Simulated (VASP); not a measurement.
**NaS6: relaxation of cell and atoms with PBE**

NaS6:

```
Na S
1.0
     0.00000    4.42058    4.42058
     4.42058    0.00000    4.42058
     4.42058    4.42058    0.00000
Na S
1 6
Direct
  0.50000 0.50000 0.50000
  0.50000 0.00000 0.00000
  0.00000 0.50000 0.50000
  0.00000 0.50000 0.00000
  0.50000 0.00000 0.50000
  0.00000 0.00000 0.50000
  0.50000 0.50000 0.00000
```

The cell was built from a structure type or drawn by symmetry, and may not be a known phase.

```
Program                : VASP 6.6.1
Task                   : relaxation of cell and atoms
Functional             : PBE
Potentials or basis    : VASP PAW PBE potentials, release 64 (Na_pv, S)
Cutoff                 : 600 eV
k mesh                 : 4 × 4 × 4
Occupations            : gaussian, width 0.1 eV
Spin                   : no spin polarisation
Dipole correction      : no
Further INCAR settings : ALGO = Normal; EDIFF = 1e-07; IBRION = 2; EDIFFG = -0.04; NSW = 90; ISIF = 3
```

The relaxed volume is 18.06 Å³/atom and the relaxed cell is a = 5.633 Å, b = 5.633 Å, c = 5.633 Å, α = 60.00°, β = 60.00°, γ = 60.00°. The space group after relaxing (to 0.1 Å) is Fm-3m (No. 225). The energy gained by relaxing is 265.7 meV/atom, the ionic steps are 4 and the pressure after relaxing is 0.1 GPa. The band gap on the k mesh is zero (an odd number of electrons rules out a gap without spin polarisation).

Step by step:
```
step  energy change (eV)  largest force (eV/Å)  pressure (GPa)  volume (Å³)
   1              0.0000                0.0000           -9.65       172.77
   2             -1.6821                0.0000           -4.53       138.21
   3             -1.8571                0.0000           -0.63       127.89
   4             -1.8596                0.0000            0.09       126.42
```

Final structure:
```
CELL_PARAMETERS angstrom
0.00000 3.98342 3.98342
3.98342 0.00000 3.98342
3.98342 3.98342 0.00000
ATOMIC_POSITIONS crystal
Na 0.50000 0.50000 0.50000
S 0.50000 0.00000 0.00000
S 0.00000 0.50000 0.50000
S 0.00000 0.50000 0.00000
S 0.50000 0.00000 0.50000
S 0.00000 0.00000 0.50000
S 0.50000 0.50000 0.00000
```

Levels at points of the mesh, in eV from the Fermi level:
| k point | band 18 | band 19 | band 20 | band 21 | band 22 | band 23 | band 24 | band 25 |
| --- | --- | --- | --- | --- | --- | --- | --- | --- |
| (0.00, 0.00, 0.00) | -0.65 | -0.65 | 1.60 | 1.60 | 1.60 | 1.80 | 1.80 | 2.08 |
| (0.50, 0.00, 0.00) | -1.89 | -1.89 | -1.69 | -1.69 | 0.32 | 0.60 | 1.55 | 1.56 |
| (0.50, 0.50, 0.00) | -2.20 | -2.20 | -1.99 | -1.95 | -1.94 | -1.94 | 0.88 | 0.88 |

It took 87 s on 1 thread of Intel(R) Xeon(R) 6975P-C (Granite Rapids) (shared host), peak memory 0.36 GiB.

Caveat: the volume moved by over 15 % at a fixed basis, so the end points are rough.
